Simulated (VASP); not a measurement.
Set up this calculation in VASP 6.6.1, as the native input.

- Task: relaxation of shape and atoms at fixed volume
- Functional: RPBE
- Potentials or basis: VASP PAW PBE potentials, release 64 (Si, S)
- Cutoff: 500 eV
- k mesh: 6 × 6 × 6
- Occupations: gaussian, width 0.05 eV
- Spin: no spin polarisation
- Dipole correction: no
- Further INCAR settings: ALGO = Normal; EDIFF = 1e-07; IBRION = 2; EDIFFG = -0.04; NSW = 60; ISIF = 4

The structure of SiS2 lies in POSCAR:

```
SiS2
1.0
   -3.4306021687      6.1613898259      2.8535714945
    3.4306021687     -6.1613898259      2.8535714945
    3.4306021687      6.1613898259     -2.8535714945
Si S
2 4
Direct
    0.7500000000      0.7500000000      0.0000000000
    0.2500000000      0.2500000000      0.0000000000
    0.9045303346      0.8284822438      0.7330125784
    0.0954696654      0.1715177562      0.2669874216
    0.4045303346      0.6715177562      0.0760480907
    0.5954696654      0.3284822438      0.9239519093
```

These files were run (other wordings do the same):

INCAR

```
SYSTEM = SiS2
ALGO = Normal
EDIFF = 1E-7
EDIFFG = -0.04
ENCUT = 500
GGA = RP
GGA_COMPAT = .FALSE.
IBRION = 2
ISIF = 4
ISMEAR = 0
LASPH = .TRUE.
LCHARG = .FALSE.
LREAL = .FALSE.
LWAVE = .FALSE.
NELM = 120
NELMIN = 4
NSW = 60
PREC = Accurate
SIGMA = 0.05
```

KPOINTS

```
k-points
0
G
  6 6 6
  0 0 0
```

Potentials or basis: VASP PAW PBE potentials, release 64 (Si, S).

Run with:

```sh
$ cat potpaw_PBE.64/Si/POTCAR potpaw_PBE.64/S/POTCAR > POTCAR
$ mpirun -np 1 vasp_std > vasp.out
```

Results of the run:

The energy gained by relaxing is 12.3 meV/atom and the ionic steps are 4. The pressure after relaxing is -0.1 GPa, the largest force after relaxing is 0.011 eV/Å and the band gap on the k mesh is 3.28 eV (least direct gap 3.65 eV).

Caveat: the PAW data sets were made with another functional, which shifts forces and pressure a little; this functional lacks dispersion, which binds layers or chains, so the pressure and a relaxed spacing across them are unreliable.

Run time: 11 min on 1 thread of Intel(R) Xeon(R) Platinum 8559C (Emerald Rapids) (shared host), peak memory 0.54 GiB.
